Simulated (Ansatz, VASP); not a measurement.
# Two plane-wave programs on CuO

```
Cu O
1.0
     1.99097   -2.15355    0.00000
     1.99097    2.15355    0.00000
     0.00000    0.00000    5.15593
Cu O
2 2
Direct
  0.00000 0.50000 0.00000
  0.50000 0.00000 0.50000
  0.50000 0.50000 0.25000
  0.50000 0.50000 0.75000
```

Alike in both runs: task single point; functional PBEsol; k mesh 4 × 4 × 4; occupations gaussian, width 0.1 eV; no spin polarisation.

|  | VASP | Ansatz |
| --- | --- | --- |
| version | VASP 6.6.1 | Ansatz 0.2.0 |
| potentials or method | VASP PAW PBE potentials, release 64 (Cu, O), cutoff 520 eV | scalar-relativistic, plane waves, PAW |
| valence electrons in the cell | 34 | 50 |

Ansatz gave:

```
gap on the k mesh at the Fermi level (eV)                     : none
pressure (GPa)                                                : -6.1
traceless stress, the component that is largest in VASP (GPa) : 1.58
```

Task: What did VASP give for the same quantities?

Result: gap on the k mesh at the Fermi level (eV): none; pressure (GPa): -5.5; traceless stress, the component that is largest in VASP (GPa): 1.37.

VASP's potentials were made for PBE, not for PBEsol. A gap of «none» marks a metal or a gap that the smearing closes. VASP's potentials hold 34 valence electrons a cell and Ansatz's 50, so a difference there can come from the potentials and not from the codes.

The k mesh is coarse, so the values compare programs but aren't converged.
